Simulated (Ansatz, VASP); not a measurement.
**SiC in VASP and in Ansatz**

```xyz
2
Lattice="0.0000 2.1781 2.1781 2.1781 0.0000 2.1781 2.1781 2.1781 0.0000" Properties=species:S:1:pos:R:3 pbc="T T T"
Si    0.0000    0.0000    0.0000
C     1.0890    1.0890    1.0890
```

Alike in both runs: task single point; functional PBE-based screened hybrid; k mesh 4 × 4 × 4; no spin polarisation.

```csv
,VASP,Ansatz
version,VASP 6.6.1,Ansatz 0.2.0
potentials or method,"VASP PAW PBE potentials, release 64 (Si, C)",plane waves
plane-wave cutoff (eV),520,420
occupations,"gaussian, width 0.01 eV",fixed
valence electrons in the cell,8,8
```

```tsv
	VASP	Ansatz	Ansatz less VASP
gap on the k mesh at the Fermi level (eV)	2.77	2.76	-0.011
pressure (GPa)	-5.2	-4.5	+0.71
```

VASP's potentials were made for PBE, not for PBE-based screened hybrid. Ansatz's warnings: stress exchange threshold loose, stress scf threshold loose.

The k mesh is coarse, so the values compare programs but aren't converged.
